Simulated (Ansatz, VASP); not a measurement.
## Ga2F in VASP and in Ansatz

```xyz
3
Lattice="4.5636 0.0000 0.0000 -2.2818 3.9522 0.0000 0.0000 0.0000 2.7654" Properties=species:S:1:pos:R:3 pbc="T T T"
Ga    0.0000    2.6348    1.3827
Ga    2.2818    1.3174    1.3827
F     0.0000    0.0000    0.0000
```

Alike in both runs: task relaxation of cell and atoms; functional PBE; k mesh 6 × 6 × 6; occupations gaussian, width 0.1 eV; no spin polarisation.

```csv
,VASP,Ansatz
version,VASP 6.6.1,Ansatz 0.2.0
potentials or method,"VASP PAW PBE potentials, release 64 (Ga_d, F), cutoff 600 eV","scalar-relativistic, plane waves, PAW"
valence electrons in the cell,33,33
```

|  | VASP | Ansatz | Ansatz less VASP |
| --- | --- | --- | --- |
| gap on the k mesh at the Fermi level, each at its own relaxed structure (eV) | none | none | - |
| relaxed volume (Å³/atom) | 16.59 | 16.59 | +0.001 |
| relaxed length of the cell vector where the two differ most in proportion (Å) | 2.722 | 2.729 | +0.0066 |

A gap of «none» marks a metal or a gap that the smearing closes.

The k mesh is coarse, so the values compare programs but aren't converged.
